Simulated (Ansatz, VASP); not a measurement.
Ti in VASP and in Ansatz

File INCAR:

```
PREC     = Accurate       # precision mode
ENCUT    = 520            # plane-wave cutoff, eV
EDIFF    = 1E-7           # SCF threshold, eV
ISMEAR   = 0              # smearing method
SIGMA    = 0.15           # smearing width, eV
LREAL    = False          # projectors in reciprocal space
LASPH    = True           # aspherical terms in the spheres
NELM     = 80             # most SCF steps
ALGO     = Fast           # electronic algorithm
ISIF     = 2              # what is computed and relaxed
LWAVE    = False          # write WAVECAR
LCHARG   = False          # write CHGCAR
GGA      = PE             # functional
NBANDS   = 19             # bands
```

The input KPOINTS:

```
Automatic mesh
0
Gamma
  18 18 10
```

The input POSCAR:

```
Ti
1.0
    3.0384977962      0.0000000000      0.0000000000
   -1.5192488981      2.6314162809      0.0000000000
    0.0000000000      0.0000000000      4.6157100000
Ti
2
Direct
    0.3333333333      0.6666666667      0.2500000000
    0.6666666667      0.3333333333      0.7500000000
```

Input for Ansatz:

```yaml
crystal:
  lattice:
    - [3.0384977962, 0.0, 0.0]
    - [-1.5192488981, 2.6314162809, 0.0]
    - [0.0, 0.0, 4.61571]
  atoms:
    - { symbol: Ti, position: [0.3333333333, 0.6666666667, 0.25] }
    - { symbol: Ti, position: [0.6666666667, 0.3333333333, 0.75] }
basis:
  ecutwfc: 420
kpoints:
  mp_grid: { grid: [18, 18, 10] }
hamiltonian:
  xc: pbe
scf:
  occupations: { method: gaussian, width: 0.15 }
output:
  forces: true
  stress: true
  eigenvalues: true
```

Change from the starting cell: strain +0.030 along x and y, -0.015 along z, atoms carried along.

Alike in both runs: task single point; functional PBE; k mesh 18 × 18 × 10; occupations gaussian, width 0.15 eV; no spin polarisation.

|  | VASP | Ansatz |
| --- | --- | --- |
| version | VASP 6.6.1 | Ansatz 0.2.0 |
| potentials or method | VASP PAW PBE potentials, release 64 (Ti_sv), cutoff 520 eV | scalar-relativistic, plane waves, PAW |
| valence electrons in the cell | 24 | 24 |

```csv
,VASP,Ansatz,Ansatz less VASP
gap on the k mesh at the Fermi level (eV),none,none,-
pressure (GPa),-6.0,-5.8,+0.21
"traceless stress, the component that is largest in VASP (GPa)",2.60,2.62,+0.017
```

A gap of «none» marks a metal or a gap that the smearing closes. The functional is the same, so the differences come from potentials, cutoffs and numerics.
